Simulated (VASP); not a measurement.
# Al2Fe (Fd-3m) in VASP: notebook

Al2Fe is run at these levels: PBE; tasks: single point, relaxation of cell and atoms.

Program: VASP 6.6.1. These are calculated values, not measurements. Logs are shortened: lines on timing, memory, paths and dates and some standing lists are left out, and cuts for length are marked.

### 1 The cell of the first run

It takes space group Fd-3m (No. 227, cubic). Conventional cell: a = 6.914 Å, b = 6.914 Å, c = 6.914 Å, α = 90.00°, β = 90.00°, γ = 90.00°. Al (site symmetry -3m) has 6 Al at 2.44 Å and 6 Fe at 2.87 Å within 3.2 Å. Within 3.8 Å of Fe (site symmetry -43m) lie 12 Al at 2.87 Å and 4 Fe at 2.99 Å.

### 2 Single point, PBE, collinear spin, ferromagnetic start

Input file INCAR:

```
PREC     = Accurate       # precision mode
ENCUT    = 520            # plane-wave cutoff, eV
EDIFF    = 1E-6           # SCF threshold, eV
ISMEAR   = 0              # smearing method
SIGMA    = 0.1            # smearing width, eV
LREAL    = False          # projectors in reciprocal space
LASPH    = True           # aspherical terms in the spheres
NELM     = 150            # most SCF steps
ALGO     = Fast           # electronic algorithm
ISIF     = 2              # what is computed and relaxed
LWAVE    = False          # write WAVECAR
LCHARG   = False          # write CHGCAR
ISPIN    = 2              # spin polarisation
MAGMOM   = 0 0 0 0 4 4    # initial moments
LORBIT   = 11             # projections on sites
LMAXMIX  = 4              # l up to which the mixer works
GGA      = PE             # functional
NBANDS   = 27             # bands
```

Input file KPOINTS:

```
regular mesh
0
Gamma
  4 4 4
```

Input file POSCAR:

```
Al2Fe
1.0
    0.0000000000      3.4569513418      3.4569513418
    3.4569513418      0.0000000000      3.4569513418
    3.4569513418      3.4569513418      0.0000000000
Al Fe
4 2
Direct
    0.6250000000      0.6250000000      0.6250000000
    0.1250000000      0.6250000000      0.6250000000
    0.6250000000      0.6250000000      0.1250000000
    0.6250000000      0.1250000000      0.6250000000
    0.0000000000      0.0000000000      0.0000000000
    0.2500000000      0.2500000000      0.2500000000
```

Potentials or basis: VASP PAW PBE potentials, release 64 (Al, Fe).

On the command line:

```bash
$ cat potpaw_PBE.64/Al/POTCAR potpaw_PBE.64/Fe/POTCAR > POTCAR
$ mpirun -np 1 vasp_std > vasp.out
```

OUTCAR:

```text
PREC = Accurate
   ENCUT = 520
   EDIFF = 1E-6
   ISMEAR = 0
   LREAL = False
   LASPH = True
   NELM = 150
   ISIF = 2
   ISPIN = 2
   LORBIT = 11
   GGA = PE

 ion  position               nearest neighbor table
   1  0.625  0.625  0.625-   2 2.44   3 2.44   4 2.44   3 2.44   4 2.44   2 2.44   6 2.87   5 2.87
                             6 2.87   5 2.87   6 2.87   5 2.87
   2  0.125  0.625  0.625-   1 2.44   3 2.44   4 2.44   1 2.44   3 2.44   4 2.44   5 2.87   6 2.87
                             5 2.87   5 2.87   6 2.87   6 2.87
   3  0.625  0.625  0.125-   1 2.44   1 2.44   2 2.44   4 2.44   4 2.44   2 2.44   6 2.87   5 2.87
                             6 2.87   5 2.87   6 2.87   5 2.87
   4  0.625  0.125  0.625-   1 2.44   3 2.44   1 2.44   2 2.44   3 2.44   2 2.44   5 2.87   6 2.87
                             5 2.87   6 2.87   6 2.87   5 2.87
   5  0.000  0.000  0.000-   1 2.87   3 2.87   4 2.87   1 2.87   2 2.87   3 2.87   1 2.87   2 2.87
                             4 2.87   2 2.87   3 2.87   4 2.87   6 2.99   6 2.99   6 2.99   6 2.99
   6  0.250  0.250  0.250-   2 2.87   3 2.87   4 2.87   1 2.87   2 2.87   4 2.87   1 2.87   2 2.87
                             3 2.87   1 2.87   3 2.87   4 2.87   5 2.99   5 2.99   5 2.99   5 2.99

  LATTYP: Found a face centered cubic cell.
 ALAT       =     6.9139026836

  Lattice vectors:

 A1 = (   0.0000000000,   3.4569513418,   3.4569513418)
 A2 = (   3.4569513418,   0.0000000000,   3.4569513418)
 A3 = (   3.4569513418,   3.4569513418,   0.0000000000)

Analysis of symmetry for initial positions (statically):
=====================================================================
 Subroutine PRICEL returns:
 Original cell was already a primitive cell.

 Routine SETGRP: Setting up the symmetry group for a
 face centered cubic supercell.

 Subroutine GETGRP returns: Found 48 space group operations
 (whereof 24 operations were pure point group operations)
 out of a pool of 48 trial point group operations.

The static configuration has the point symmetry T_d .
 The point group associated with its full space group is O_h .

Analysis of symmetry for dynamics (positions and initial velocities):
=====================================================================
 Subroutine PRICEL returns:
 Original cell was already a primitive cell.

 Routine SETGRP: Setting up the symmetry group for a
 face centered cubic supercell.

 Subroutine GETGRP returns: Found 48 space group operations
 (whereof 24 operations were pure point group operations)
 out of a pool of 48 trial point group operations.

The dynamic configuration has the point symmetry T_d .
 The point group associated with its full space group is O_h .

Analysis of structural, dynamic, and magnetic symmetry:
=====================================================================
 Subroutine PRICEL returns:
 Original cell was already a primitive cell.

 Routine SETGRP: Setting up the symmetry group for a
 face centered cubic supercell.

 Subroutine GETGRP returns: Found 48 space group operations
 (whereof 24 operations were pure point group operations)
 out of a pool of 48 trial point group operations.

The overall configuration has the point symmetry T_d .
 The point group associated with its full space group is O_h .

 Subroutine INISYM returns: Found 48 space group operations
 (whereof 24 operations are pure point group operations),
 and found     1 'primitive' translations

----------------------------------------------------------------------------------------

                                     Primitive cell

  volume of cell :      82.6247

  direct lattice vectors                    reciprocal lattice vectors
     0.000000000  3.456951342  3.456951342    -0.144636112  0.144636112  0.144636112
     3.456951342  0.000000000  3.456951342     0.144636112 -0.144636112  0.144636112
     3.456951342  3.456951342  0.000000000     0.144636112  0.144636112 -0.144636112

  length of vectors
     4.888867472  4.888867472  4.888867472     0.250517094  0.250517094  0.250517094

  position of ions in fractional coordinates (direct lattice)
     0.625000000  0.625000000  0.625000000
     0.125000000  0.625000000  0.625000000
     0.625000000  0.625000000  0.125000000
     0.625000000  0.125000000  0.625000000
     0.000000000  0.000000000  0.000000000
     0.250000000  0.250000000  0.250000000

  ion indices of the primitive-cell ions
[... 46 lines left out ...]
   total plane-waves  NPLWV =  46656
   dimension x,y,z NGX =    36 NGY =   36 NGZ =   36
   dimension x,y,z NGXF=    72 NGYF=   72 NGZF=   72
   ions per type =               4   2
   NGX,Y,Z   is equivalent  to a cutoff of  12.24, 12.24, 12.24 a.u.
   NGXF,Y,Z  is equivalent  to a cutoff of  24.48, 24.48, 24.48 a.u.
 SYSTEM =  unknown system
   PREC   = accura    normal or accurate (medium, high low for compatibility)
   ISTART =      0    job   : 0-new  1-cont  2-samecut
   ICHARG =      2    charge: 1-file 2-atom 10-const
   ISPIN  =      2    spin polarized calculation?
   LNONCOLLINEAR =      F non collinear calculations
   LSORBIT =      F    spin-orbit coupling
   LASPH  =      T    aspherical Exc in radial PAW
   ENCUT  =  520.0 eV  38.22 Ry    6.18 a.u.   9.09  9.09  9.09*2*pi/ulx,y,z
   NELM   =    150;   NELMIN=  2; NELMDL= -5     # of ELM steps
   EDIFF  = 0.1E-05   stopping-criterion for ELM
   LREAL  =      F    real-space projection
   EDIFFG = 0.1E-04   stopping-criterion for IOM
   NSW    =      0    number of steps for IOM
   IBRION =     -1    ionic relax: 0-MD 1-quasi-New 2-CG
   NFREE  =      0    steps in history (QN), initial steepest desc. (CG)
   ISIF   =      2    stress and relaxation
   ISYM   =      2    0-nonsym 1-usesym 2-fastsym
   POTIM  = 0.5000    time-step for ionic-motion
   TEBEG  =    0.0;   TEEND  =   0.0 temperature during run
   PSTRESS=    0.0 pullay stress
   NELECT =      28.0000    total number of electrons
   NUPDOWN=      -1.0000    fix difference up-down
   EMIN   =  10.00;   EMAX   =-10.00  energy-range for DOS
   EFERMI =   0.00;   METHOD = LEGACY
   ISMEAR =     0;   SIGMA  =   0.10  broadening in eV -4-tet -1-fermi 0-gaus
   EFERMI_NEDOS =   21; number of points for ismear=-14 and -15
   IALGO  =     68    algorithm
   IMIX   =      4    mixing-type and parameters
     AMIX     =   0.40;   BMIX     =  1.00
     AMIX_MAG =   1.60;   BMIX_MAG =  1.00
  volume/ion in A,a.u.               =      13.77        92.93
  Fermi-wavevector in a.u.,A,eV,Ry     =   1.141364  2.156866 17.724476  1.302712
  Thomas-Fermi vector in A             =   2.278065
   LORBIT       =     11    0 simple, 1 ext, 2 COOP (PROOUT), +10 PAW based schemes
   GGA     = PE    functional components
   LHFCALC =     F    Hartree Fock is set to
   AEXX    =    0.0000 exact exchange contribution
   IVDW    =     0    specifies the selected vdW correction
   LEPSILON=     F    determine dielectric tensor
   LRPA    =     F    only Hartree local field effects (RPA)
 spin polarized calculation
 RMM-DIIS sequential band-by-band and
 Gauss-broadening in eV      SIGMA  =   0.10
  energy-cutoff  :      520.00
  volume of cell :       82.62
 maximum number of plane-waves:      2252
   NGX = 19   NGY = 19   NGZ = 19

 number of electron      28.0000012 magnetization       3.5773459

 Free energy of the ion-electron system (eV)
  ---------------------------------------------------
  ext. energy  EPLUGINS =         0.00000000
  ---------------------------------------------------
  free energy    TOTEN  =       -29.68739452 eV

  energy without entropy =      -29.65630546  energy(sigma->0) =      -29.67184999

 E-fermi :   8.1249     XC(G=0): -11.2379

 val. band max:        8.0921828462   @ k =   0.2500   0.0000   0.0000
 cond. band min:       8.1393666057   @ k =   0.5000   0.0000   0.0000
 fundamental gap:      0.0471837594
 Fermi energy:         8.1249112862

 spin component 1

 k-point     1 :       0.0000    0.0000    0.0000
  band No.  band energies     occupation
      1      -3.3391      1.00000
      2       3.1299      1.00000
      3       4.3939      1.00000
      4       4.3939      1.00000
      5       4.3939      1.00000
      6       4.7455      1.00000
[... 221 lines left out ...]
     25      14.7488      0.00000
     26      14.7488      0.00000
 Fermi energy:         8.1249112862

 spin component 2

 k-point     1 :       0.0000    0.0000    0.0000
  band No.  band energies     occupation
      1      -3.4280      1.00000
      2       3.1038      1.00000
      3       4.7332      1.00000
      4       4.7332      1.00000
      5       4.7332      1.00000
      6       5.3748      1.00000
[... 221 lines left out ...]
     25      14.8851      0.00000
     26      14.8851      0.00000
 [bands above 26 left out]

------------------------ aborting loop because EDIFF is reached ----------------------------------------

  FORCE on cell =-STRESS in cart. coord.  units (eV):
  Direction    XX          YY          ZZ          XY          YZ          ZX
  --------------------------------------------------------------------------------------
  -------------------------------------------------------------------------------------
  Total        2.6894368      2.6894368      2.6894368      0.0000000     -0.0000000      0.0000000
  in kB       52.1509381     52.1509381     52.1509381      0.0000000     -0.0000000      0.0000000
  external PRESSURE =      52.1509381 kB  Pullay stress =       0.0000000 kB

 VOLUME and BASIS-vectors are now :
 -----------------------------------------------------------------------------
  energy-cutoff  :      520.00
  volume of cell :       82.62
      direct lattice vectors                 reciprocal lattice vectors
     0.000000000  3.456951342  3.456951342    -0.144636112  0.144636112  0.144636112
     3.456951342  0.000000000  3.456951342     0.144636112 -0.144636112  0.144636112
     3.456951342  3.456951342  0.000000000     0.144636112  0.144636112 -0.144636112

 POSITION                                       TOTAL-FORCE (eV/Angst)
 -----------------------------------------------------------------------------------
      4.32119      4.32119      4.32119        -0.000000      0.000000     -0.000000
      4.32119      2.59271      2.59271        -0.000000      0.000000     -0.000000
      2.59271      2.59271      4.32119        -0.000000      0.000000     -0.000000
      2.59271      4.32119      2.59271        -0.000000      0.000000     -0.000000
      0.00000      0.00000      0.00000         0.000000      0.000000      0.000000
      1.72848      1.72848      1.72848        -0.000000     -0.000000     -0.000000
 -----------------------------------------------------------------------------------
    total drift:                                0.000000     -0.000000     -0.000000

  FREE ENERGIE OF THE ION-ELECTRON SYSTEM (eV)
  ---------------------------------------------------
  free  energy   TOTEN  =       -29.6873945220 eV

  energy  without entropy=      -29.6563054556  energy(sigma->0) =      -29.67184999

 total charge

# of ion       s       p       d       tot
------------------------------------------
    1        0.408   0.469   0.000   0.877
    2        0.408   0.469   0.000   0.877
    3        0.408   0.469   0.000   0.877
    4        0.408   0.469   0.000   0.877
    5        0.330   0.343   6.245   6.919
    6        0.330   0.343   6.245   6.919
--------------------------------------------------
tot          2.292   2.562  12.491  17.345

 magnetization (x)

# of ion       s       p       d       tot
------------------------------------------
    1       -0.011  -0.023   0.000  -0.035
    2       -0.011  -0.023   0.000  -0.035
    3       -0.011  -0.023   0.000  -0.035
    4       -0.011  -0.023   0.000  -0.035
    5        0.010   0.010   1.998   2.018
    6        0.010   0.010   1.998   2.018
--------------------------------------------------
tot         -0.025  -0.074   3.996   3.897
```

Run time: 27 s. Hardware: 1 thread of Intel Xeon Platinum 8559C (Emerald Rapids), shared host; peak memory 0.24 GiB.

What came out:

| Item | Value |
| --- | --- |
| Free energy | -29.6874 eV |
| Pressure | 5.2 GPa |
| Net moment | 3.58 μB per cell |
| Site moments | Al -0.04; Fe +2.02 μB |
| Valence electrons inside the program's atomic spheres | Al 0.88; Fe 6.92 |

Levels at points of the mesh, in eV from the Fermi level:
Spin up:
| k point | band 14 | band 15 | band 16 | band 17 | band 18 | band 19 |
| --- | --- | --- | --- | --- | --- | --- |
| (0.00, 0.00, 0.00) | 0.02 | 0.02 | 0.02 | 0.03 | 0.03 | 0.03 |
| (0.50, 0.00, 0.00) | -1.10 | -1.10 | 0.01 | 0.01 | 0.54 | 2.11 |
| (0.50, 0.50, 0.00) | -1.87 | -1.27 | -1.27 | 3.02 | 3.02 | 3.82 |
Spin down:
```
           k point  band 9  band 10  band 11  band 12  band 13  band 14  band 15  band 16
(0.00, 0.00, 0.00)   -2.41    -2.41    -0.86     0.32     0.32     1.07     1.07     1.07
(0.50, 0.00, 0.00)   -1.26    -1.26    -0.12    -0.12     0.40     0.50     0.50     1.12
(0.50, 0.50, 0.00)   -0.84    -0.84    -0.50    -0.50    -0.27    -0.27     0.57     0.57
```

Caveat: the k points lie up to 0.39 Å⁻¹ apart.

### 3 Single point, PBE, collinear spin, ferromagnetic start

This run uses another cell than the first one, of 14.73 Å³/atom.

Input file INCAR:

```
SYSTEM = Al2Fe
PREC = Accurate
ENCUT = 520
EDIFF = 1E-6
ISMEAR = 0
SIGMA = 0.1
LREAL = .False.
LASPH = .True.
NELM = 150
ALGO = Fast
ISIF = 2
LWAVE = .False.
LCHARG = .False.
ISPIN = 2
MAGMOM = 0 0 0 0 2.25 2.25
LORBIT = 11
LMAXMIX = 4
GGA = PE
NBANDS = 27
```

Input file KPOINTS:

```
regular mesh
0
Gamma
  4 4 4
  0 0 0
```

Changes to POSCAR since step 2:

```diff
@@ -2,5 +2,5 @@
 1.0
-    0.0000000000      3.4569513418      3.4569513418
-    3.4569513418      0.0000000000      3.4569513418
-    3.4569513418      3.4569513418      0.0000000000
+    0.0000000000      3.5355902410      3.5355902410
+    3.5355902410      0.0000000000      3.5355902410
+    3.5355902410      3.5355902410      0.0000000000
 Al Fe
```

Potentials or basis: VASP PAW PBE potentials, release 64 (Al, Fe).

On the command line:

```bash
$ cat potpaw_PBE.64/Al/POTCAR potpaw_PBE.64/Fe/POTCAR > POTCAR
$ mpirun -np 1 vasp_std > vasp.out
```

OUTCAR:

```text
SYSTEM = Al2Fe
   PREC = Accurate
   ENCUT = 520
   EDIFF = 1E-6
   ISMEAR = 0
   LREAL = .False.
   LASPH = .True.
   NELM = 150
   ISIF = 2
   ISPIN = 2
   LORBIT = 11
   GGA = PE

 ion  position               nearest neighbor table
   1  0.625  0.625  0.625-   2 2.50   3 2.50   4 2.50   3 2.50   4 2.50   2 2.50   6 2.93   5 2.93
                             6 2.93   5 2.93   6 2.93   5 2.93
   2  0.125  0.625  0.625-   1 2.50   3 2.50   4 2.50   1 2.50   3 2.50   4 2.50   5 2.93   6 2.93
                             5 2.93   5 2.93   6 2.93   6 2.93
   3  0.625  0.625  0.125-   1 2.50   1 2.50   2 2.50   4 2.50   4 2.50   2 2.50   6 2.93   5 2.93
[... 699 lines left out ...]
      4.41949      4.41949      4.41949        -0.000000     -0.000000     -0.000000
      4.41949      2.65169      2.65169        -0.000000      0.000000      0.000000
      2.65169      2.65169      4.41949        -0.000000      0.000000     -0.000000
      2.65169      4.41949      2.65169        -0.000000      0.000000     -0.000000
      0.00000      0.00000      0.00000         0.000000      0.000000      0.000000
      1.76780      1.76780      1.76780        -0.000000     -0.000000     -0.000000
 -----------------------------------------------------------------------------------
    total drift:                               -0.000000     -0.000000      0.000000

  FREE ENERGIE OF THE ION-ELECTRON SYSTEM (eV)
  ---------------------------------------------------
  free  energy   TOTEN  =       -29.7824127846 eV

  energy  without entropy=      -29.7509507737  energy(sigma->0) =      -29.76668178

 total charge

# of ion       s       p       d       tot
------------------------------------------
    1        0.414   0.435   0.000   0.848
    2        0.414   0.435   0.000   0.848
    3        0.414   0.435   0.000   0.848
    4        0.414   0.435   0.000   0.848
    5        0.317   0.311   6.188   6.816
    6        0.317   0.311   6.188   6.816
--------------------------------------------------
tot          2.290   2.361  12.376  17.027

 magnetization (x)

# of ion       s       p       d       tot
------------------------------------------
    1        0.003  -0.020   0.000  -0.017
    2        0.003  -0.020   0.000  -0.017
    3        0.003  -0.020   0.000  -0.017
    4        0.003  -0.020   0.000  -0.017
    5        0.015   0.013   2.392   2.421
    6        0.015   0.013   2.392   2.421
--------------------------------------------------
tot          0.044  -0.053   4.784   4.775
```

OSZICAR:

```text
N       E                     dE             d eps       ncg     rms          rms(c)
DAV:   1     0.128274431841E+03    0.12827E+03   -0.10440E+04   864   0.959E+02
DAV:   2    -0.278613448186E+02   -0.15614E+03   -0.14376E+03   867   0.220E+02
DAV:   3    -0.362096354742E+02   -0.83483E+01   -0.76735E+01  1073   0.580E+01
DAV:   4    -0.364973726671E+02   -0.28774E+00   -0.28534E+00  1064   0.970E+00
DAV:   5    -0.365087775777E+02   -0.11405E-01   -0.11401E-01  1146   0.207E+00    0.251E+01
RMM:   6    -0.753870698052E+02   -0.38878E+02   -0.15376E+02  1022   0.118E+02    0.903E+01
RMM:   7    -0.311655451375E+02    0.44222E+02   -0.40229E+01   864   0.574E+01    0.109E+01
RMM:   8    -0.296284746293E+02    0.15371E+01   -0.32763E+00   872   0.135E+01    0.477E+00
RMM:   9    -0.297261540853E+02   -0.97679E-01   -0.50610E-01   930   0.316E+00    0.312E+00
RMM:  10    -0.297790789040E+02   -0.52925E-01   -0.70975E-02   963   0.110E+00    0.185E+00
RMM:  11    -0.297822312155E+02   -0.31523E-02   -0.21689E-02   953   0.834E-01    0.685E-01
RMM:  12    -0.297822329262E+02   -0.17106E-05   -0.88241E-03   956   0.423E-01    0.328E-01
RMM:  13    -0.297824065775E+02   -0.17365E-03   -0.83003E-04  1068   0.192E-01    0.240E-01
RMM:  14    -0.297823714982E+02    0.35079E-04   -0.22345E-04  1047   0.993E-02    0.159E-01
RMM:  15    -0.297824062388E+02   -0.34741E-04   -0.85483E-05  1034   0.585E-02    0.105E-01
RMM:  16    -0.297824158651E+02   -0.96262E-05   -0.42696E-05  1002   0.449E-02    0.319E-02
RMM:  17    -0.297824133645E+02    0.25006E-05   -0.13480E-05  1042   0.245E-02    0.163E-02
RMM:  18    -0.297824127846E+02    0.57984E-06   -0.31799E-06   780   0.977E-03
   1 F= -.29782413E+02 E0= -.29766682E+02  d E =-.314620E-01  mag=     4.5711
```

It took 38 s on 1 thread of Intel Xeon Platinum 8559C (Emerald Rapids), shared host; peak memory 0.28 GiB.

Results:

| Quantity | Value |
| --- | --- |
| Free energy | -29.7824 eV |
| Pressure | 0.1 GPa |
| Net moment | 4.57 μB per cell |
| Site moments | Al -0.02; Fe +2.42 μB |
| Valence electrons inside the program's atomic spheres | Al 0.85; Fe 6.82 |

Levels at points of the mesh, in eV from the Fermi level:
Spin up:
```tsv
k point	band 14	band 15	band 16	band 17	band 18	band 19
(0.00, 0.00, 0.00)	-0.32	-0.32	-0.32	-0.31	-0.31	-0.31
(0.50, 0.00, 0.00)	-1.39	-1.39	-0.42	-0.42	0.36	1.97
(0.50, 0.50, 0.00)	-2.11	-1.58	-1.58	2.82	2.82	3.47
```
Spin down:
| k point | band 9 | band 10 | band 11 | band 12 | band 13 | band 14 | band 15 | band 16 |
| --- | --- | --- | --- | --- | --- | --- | --- | --- |
| (0.00, 0.00, 0.00) | -2.18 | -2.18 | -0.81 | 0.43 | 0.43 | 0.94 | 0.94 | 0.94 |
| (0.50, 0.00, 0.00) | -1.15 | -1.15 | -0.02 | -0.02 | 0.39 | 0.58 | 0.58 | 1.13 |
| (0.50, 0.50, 0.00) | -0.72 | -0.72 | -0.34 | -0.34 | -0.21 | -0.21 | 0.56 | 0.56 |

Caveat: the k points lie up to 0.38 Å⁻¹ apart.

(Part 1 of 2 ends here.)
